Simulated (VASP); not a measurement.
# InAs in VASP: notebook

InAs is run at these levels: LDA; tasks: single point.

All numbers are computed with VASP 6.6.1; they aren't measurements. Logs are shortened: lines on timing, memory, paths and dates and some standing lists are left out, and cuts for length are marked.

## 1. The cell of the first run

The cell holds a slab with vacuum, 6 atoms: a = 4.262 Å, b = 6.027 Å, c = 20.262 Å, α = 90.00°, β = 90.00°, γ = 90.00°.

## 2. Single point, LDA

The input, INCAR:

```
PREC = Accurate ; ENCUT = 520
EDIFF = 1E-6 ; ISMEAR = -1
SIGMA = 0.02 ; LREAL = F
LASPH = T ; NELM = 80
ALGO = Normal ; ISIF = 2
LWAVE = F ; LCHARG = F
LDIPOL = T ; IDIPOL = 3
DIPOL = 0.5 0.5 0.500 ; GGA = CA
NBANDS = 36
```

The input, KPOINTS:

```
Automatic mesh
0
Gamma
  6 5 1
```

The input, POSCAR:

```
InAs
1.0
    4.2617729329      0.0000000000      0.0000000000
    0.0000000000      6.0270570815      0.0000000000
    0.0000000000      0.0000000000     20.2618000000
In As
3 3
Direct
    0.2500000000      0.1250000000      0.3948323216
    0.7500000000      0.6250000000      0.5000000000
    0.2500000000      0.1250000000      0.6051676784
    0.7500000000      0.8750000000      0.3948323216
    0.2500000000      0.3750000000      0.5000000000
    0.7500000000      0.8750000000      0.6051676784
```

Potentials or basis: VASP PAW LDA potentials, release 64 (In_d, As).

Launch:

```
cat potpaw_LDA.64/In_d/POTCAR potpaw_LDA.64/As/POTCAR > POTCAR
mpirun -np 1 vasp_std > vasp.out
```

OUTCAR:

```text
PREC = Accurate
   ENCUT = 520
   EDIFF = 1E-6
   ISMEAR = -1
   LREAL = F
   LASPH = T
   NELM = 80
   ISIF = 2
   GGA = CA

 ion  position               nearest neighbor table
   1  0.250  0.125  0.395-   5 2.61   4 2.61   4 2.61
   2  0.750  0.625  0.500-   4 2.61   6 2.61   5 2.61   5 2.61
   3  0.250  0.125  0.605-   5 2.61   6 2.61   6 2.61
   4  0.750  0.875  0.395-   2 2.61   1 2.61   1 2.61
   5  0.250  0.375  0.500-   1 2.61   3 2.61   2 2.61   2 2.61
   6  0.750  0.875  0.605-   2 2.61   3 2.61   3 2.61

  LATTYP: Found a simple orthorhombic cell.
 ALAT       =     4.2617729329
 B/A-ratio  =     1.4142135624
 C/A-ratio  =     4.7543124233

  Lattice vectors:

 A1 = (   4.2617729329,   0.0000000000,   0.0000000000)
 A2 = (   0.0000000000,   6.0270570815,   0.0000000000)
 A3 = (   0.0000000000,   0.0000000000,  20.2618000000)

Analysis of symmetry for initial positions (statically):
=====================================================================
 Subroutine PRICEL returns:
 Original cell was already a primitive cell.

 Routine SETGRP: Setting up the symmetry group for a
 simple orthorhombic supercell.

 Subroutine GETGRP returns: Found  4 space group operations
 (whereof  2 operations were pure point group operations)
 out of a pool of  8 trial point group operations.

The static configuration has the point symmetry C_1h.
 The point group associated with its full space group is C_2v.

Analysis of symmetry for dynamics (positions and initial velocities):
=====================================================================
 Subroutine PRICEL returns:
 Original cell was already a primitive cell.

 Routine SETGRP: Setting up the symmetry group for a
 simple orthorhombic supercell.

 Subroutine GETGRP returns: Found  4 space group operations
 (whereof  2 operations were pure point group operations)
 out of a pool of  8 trial point group operations.

The dynamic configuration has the point symmetry C_1h.
 The point group associated with its full space group is C_2v.

 Subroutine INISYM returns: Found  4 space group operations
 (whereof  2 operations are pure point group operations),
 and found     1 'primitive' translations

----------------------------------------------------------------------------------------

                                     Primitive cell

  volume of cell :     520.4436

  direct lattice vectors                    reciprocal lattice vectors
     4.261772933  0.000000000  0.000000000     0.234644130  0.000000000  0.000000000
     0.000000000  6.027057081  0.000000000     0.000000000  0.165918455  0.000000000
     0.000000000  0.000000000 20.261800000     0.000000000  0.000000000  0.049353957

  length of vectors
     4.261772933  6.027057081 20.261800000     0.234644130  0.165918455  0.049353957

  position of ions in fractional coordinates (direct lattice)
     0.250000000  0.125000000  0.394832322
     0.750000000  0.625000000  0.500000000
     0.250000000  0.125000000  0.605167678
     0.750000000  0.875000000  0.394832322
     0.250000000  0.375000000  0.500000000
     0.750000000  0.875000000  0.605167678

  ion indices of the primitive-cell ions
   primitive index   ion index
                 1           1
                 2           2
                 3           3
                 4           4
                 5           5
                 6           6

----------------------------------------------------------------------------------------

 KPOINTS: Automatic mesh

Automatic generation of k-mesh.
 Grid dimensions read from file:
 generate k-points for:    6    5    1

 Generating k-lattice:

  Cartesian coordinates                     Fractional coordinates (reciprocal lattice)
     0.039107355  0.000000000  0.000000000     0.166666667  0.000000000  0.000000000
     0.000000000  0.033183691  0.000000000     0.000000000  0.200000000  0.000000000
     0.000000000  0.000000000  0.049353957     0.000000000  0.000000000  1.000000000

  Length of vectors
     0.039107355  0.033183691  0.049353957

  Shift w.r.t. Gamma in fractional coordinates (k-lattice)
     0.000000000  0.000000000  0.000000000

 Subroutine IBZKPT returns following result:
 ===========================================

 Found     12 irreducible k-points:

 Following reciprocal coordinates:
            Coordinates               Weight
  0.000000  0.000000  0.000000      1.000000
  0.166667  0.000000  0.000000      2.000000
  0.333333  0.000000  0.000000      2.000000
  0.500000  0.000000  0.000000      1.000000
  0.000000  0.200000  0.000000      2.000000
  0.166667  0.200000  0.000000      4.000000
  0.333333  0.200000  0.000000      4.000000
  0.500000  0.200000  0.000000      2.000000
  0.000000  0.400000  0.000000      2.000000
  0.166667  0.400000  0.000000      4.000000
  0.333333  0.400000  0.000000      4.000000
  0.500000  0.400000  0.000000      2.000000
   k-points           NKPTS =     12   k-points in BZ     NKDIM =     12   number of bands    NBANDS=     36
   number of dos      NEDOS =    301   number of ions     NIONS =      6
   total plane-waves  NPLWV = 245760
   dimension x,y,z NGX =    32 NGY =   48 NGZ =  160
   dimension x,y,z NGXF=    64 NGYF=   96 NGZF=  320
   ions per type =               3   3
   NGX,Y,Z   is equivalent  to a cutoff of  12.48, 13.24, 13.13 a.u.
   NGXF,Y,Z  is equivalent  to a cutoff of  24.97, 26.48, 26.26 a.u.
 SYSTEM =  unknown system
   PREC   = accura    normal or accurate (medium, high low for compatibility)
   ISTART =      0    job   : 0-new  1-cont  2-samecut
   ICHARG =      2    charge: 1-file 2-atom 10-const
   ISPIN  =      1    spin polarized calculation?
   LNONCOLLINEAR =      F non collinear calculations
   LSORBIT =      F    spin-orbit coupling
   LASPH  =      T    aspherical Exc in radial PAW
   ENCUT  =  520.0 eV  38.22 Ry    6.18 a.u.   7.92 11.21 37.67*2*pi/ulx,y,z
   NELM   =     80;   NELMIN=  2; NELMDL= -5     # of ELM steps
   EDIFF  = 0.1E-05   stopping-criterion for ELM
   LREAL  =      F    real-space projection
   EDIFFG = 0.1E-04   stopping-criterion for IOM
   NSW    =      0    number of steps for IOM
   IBRION =     -1    ionic relax: 0-MD 1-quasi-New 2-CG
   NFREE  =      0    steps in history (QN), initial steepest desc. (CG)
   ISIF   =      2    stress and relaxation
   ISYM   =      2    0-nonsym 1-usesym 2-fastsym
   POTIM  = 0.5000    time-step for ionic-motion
   TEBEG  =    0.0;   TEEND  =   0.0 temperature during run
   PSTRESS=    0.0 pullay stress
   NELECT =      54.0000    total number of electrons
   NUPDOWN=      -1.0000    fix difference up-down
   EMIN   =  10.00;   EMAX   =-10.00  energy-range for DOS
   EFERMI =   0.00;   METHOD = LEGACY
   ISMEAR =    -1;   SIGMA  =   0.02  broadening in eV -4-tet -1-fermi 0-gaus
   EFERMI_NEDOS =   21; number of points for ismear=-14 and -15
   IALGO  =     38    algorithm
   IMIX   =      4    mixing-type and parameters
     AMIX     =   0.40;   BMIX     =  1.00
     AMIX_MAG =   1.60;   BMIX_MAG =  1.00
  volume/ion in A,a.u.               =      86.74       585.35
  Fermi-wavevector in a.u.,A,eV,Ry     =   0.769275  1.453719  8.051708  0.591784
  Thomas-Fermi vector in A             =   1.870228
   LORBIT       =      0    0 simple, 1 ext, 2 COOP (PROOUT), +10 PAW based schemes
   GGA     = CA    functional components
   LHFCALC =     F    Hartree Fock is set to
   AEXX    =    0.0000 exact exchange contribution
   IVDW    =     0    specifies the selected vdW correction
   LEPSILON=     F    determine dielectric tensor
   LRPA    =     F    only Hartree local field effects (RPA)
 non-spin polarized calculation
  energy-cutoff  :      520.00
  volume of cell :      520.44
 maximum number of plane-waves:     14080
 NGX is ok and might be reduce to    32
   NGX = 15   NGY = 23   NGZ = 75

 dipolmoment           0.000000      0.000000      0.000000 electrons x Angstroem

 number of electron      54.0000022 magnetization

 dipolmoment           0.000000      0.000000     -0.000000 electrons x Angstroem

 Free energy of the ion-electron system (eV)
  ---------------------------------------------------
  ext. energy  EPLUGINS =         0.00000000
  ---------------------------------------------------
  free energy    TOTEN  =       -23.75051045 eV

  energy without entropy =      -23.74620391  energy(sigma->0) =      -23.74835718

 E-fermi :  -1.8814     XC(G=0):  -3.7556

 val. band max:       -1.9017658090   @ k =   0.5000   0.2000   0.0000
 cond. band min:      -1.8651755487   @ k =   0.5000   0.4000   0.0000
 fundamental gap:      0.0365902603
 Fermi energy:        -1.8814409458

 k-point     1 :       0.0000    0.0000    0.0000
  band No.  band energies     occupation
      1     -16.5549      2.00000
      2     -16.4510      2.00000
      3     -16.4299      2.00000
      4     -16.4102      2.00000
      5     -16.3749      2.00000
      6     -16.3693      2.00000
[... 28 lines left out ...]
     35       2.6270      0.00000
     36       2.7760      0.00000

 k-point     2 :       0.1667    0.0000    0.0000
  band No.  band energies     occupation
      1     -16.5533      2.00000
      2     -16.4595      2.00000
      3     -16.4364      2.00000
      4     -16.4077      2.00000
      5     -16.3861      2.00000
      6     -16.3775      2.00000
[... 28 lines left out ...]
     35       2.4355      0.00000
     36       2.9015      0.00000
[... 349 lines left out ...]
     35       3.3410      0.00000
     36       3.3459      0.00000

 k-point    12 :       0.5000    0.4000    0.0000
  band No.  band energies     occupation
      1     -16.5444      2.00000
      2     -16.4869      2.00000
      3     -16.4743      2.00000
      4     -16.4068      2.00000
      5     -16.3954      2.00000
      6     -16.3750      2.00000
[... 28 lines left out ...]
     35       3.2963      0.00000
     36       3.5139      0.00000

------------------------ aborting loop because EDIFF is reached ----------------------------------------

 vacuum level on the upper side and lower side of the slab       (xc-potential included)        -0.095        -0.095

  FORCE on cell =-STRESS in cart. coord.  units (eV):
  Direction    XX          YY          ZZ          XY          YZ          ZX
  --------------------------------------------------------------------------------------
  -------------------------------------------------------------------------------------
  Total       -2.0958431     -2.8215259      1.7844708      0.0000000      0.0000000      0.0000000
  in kB       -6.4520203     -8.6860232      5.4934654      0.0000000      0.0000000      0.0000000
  external PRESSURE =      -3.2148594 kB  Pullay stress =       0.0000000 kB

 VOLUME and BASIS-vectors are now :
 -----------------------------------------------------------------------------
  energy-cutoff  :      520.00
  volume of cell :      520.44
      direct lattice vectors                 reciprocal lattice vectors
     4.261772933  0.000000000  0.000000000     0.234644130  0.000000000  0.000000000
     0.000000000  6.027057081  0.000000000     0.000000000  0.165918455  0.000000000
     0.000000000  0.000000000 20.261800000     0.000000000  0.000000000  0.049353957

 POSITION                                       TOTAL-FORCE (eV/Angst)
 -----------------------------------------------------------------------------------
      1.06544      0.75338      8.00001         0.000000     -0.968478      0.657097
      3.19633      3.76691     10.13090         0.000000      0.539055      0.000000
      1.06544      0.75338     12.26179         0.000000     -0.968478     -0.657097
      3.19633      5.27367      8.00001         0.000000      0.354778     -1.084604
      1.06544      2.26015     10.13090         0.000000      0.688345      0.000000
      3.19633      5.27367     12.26179         0.000000      0.354778      1.084604
 -----------------------------------------------------------------------------------
    total drift:                                0.000000     -0.000039     -0.000000

  FREE ENERGIE OF THE ION-ELECTRON SYSTEM (eV)
  ---------------------------------------------------
  free  energy   TOTEN  =       -23.7505104474 eV

  energy  without entropy=      -23.7462039123  energy(sigma->0) =      -23.74835718

 vacuum level on the upper side and lower side of the slab         2.856         2.856
```

It took 7.7 min on 1 thread of Intel Xeon 6975P-C (Granite Rapids), shared host; peak memory 0.51 GiB.

What came out:

* Free energy: -23.7505 eV
* Largest force: 1.170 eV/Å
* Band gap on the k mesh: 0.04 eV (least direct gap 0.10 eV)

Forces in eV/Å, atoms in the order of the input:
```
In   0.000 -0.968  0.657
In   0.000  0.539  0.000
In   0.000 -0.968 -0.657
As   0.000  0.355 -1.085
As   0.000  0.688  0.000
As   0.000  0.355  1.085
```

Caveat: spin-orbit coupling is left out, which moves the levels of the heavy elements.

## 3. Single point, LDA

The input, INCAR:

```
ALGO = Normal
DIPOL = 0.5 0.5 0.500
EDIFF = 1E-6
ENCUT = 520
IDIPOL = 3
ISIF = 2
ISMEAR = -1
LASPH = T
LCHARG = F
LDIPOL = T
LREAL = F
LWAVE = F
NBANDS = 36
NELM = 100
PREC = Accurate
SIGMA = 0.02
```

The input, KPOINTS:

```
k-points
0
Gamma
  6 5 1
```

The input, POSCAR:

```
InAs
1.0
    4.2617729329      0.0000000000      0.0000000000
    0.0000000000      6.0270570815      0.0000000000
    0.0000000000      0.0000000000     20.2618000000
In As
3 3
Direct
    0.2500000000      0.0884780689      0.4141598534
    0.7500000000      0.6728073470      0.5000197022
    0.2500000000      0.0885193679      0.5858190640
    0.7500000000      0.8685925860      0.3825832016
    0.2500000000      0.4129259366      0.4999810229
    0.7500000000      0.8686766937      0.6174371558
```

Potentials or basis: VASP PAW LDA potentials, release 64 (In_d, As).

Launch:

```
cat potpaw_LDA.64/In_d/POTCAR potpaw_LDA.64/As/POTCAR > POTCAR
mpirun -np 1 vasp_std > vasp.out
```

It took 9.6 min on 1 thread of Intel Xeon 6975P-C (Granite Rapids), shared host; peak memory 0.52 GiB.

Results (log left out):

- Free energy: -24.9018 eV
- Largest force: 0.033 eV/Å
- Band gap on the k mesh: 0.27 eV (least direct gap 0.81 eV)

Forces on the atoms (eV/Å):
```
In   0.000  0.006 -0.003
In   0.000 -0.005 -0.001
In   0.000  0.006  0.003
As   0.000 -0.010 -0.031
As   0.000  0.013  0.001
As   0.000 -0.010  0.031
```

Levels at points of the mesh, in eV from the valence-band top:
```
           k point  band 23  band 24  band 25  band 26  band 27  band 28  band 29  band 30  band 31  band 32
(0.00, 0.00, 0.00)    -1.83    -1.01    -0.78    -0.76     0.00     0.81     1.62     2.17     2.57     3.52
(0.50, 0.00, 0.00)    -1.71    -1.69    -1.42    -1.40    -0.70     0.27     1.88     2.38     2.81     3.30
```

Caveat: spin-orbit coupling is left out, which moves the levels of the heavy elements.
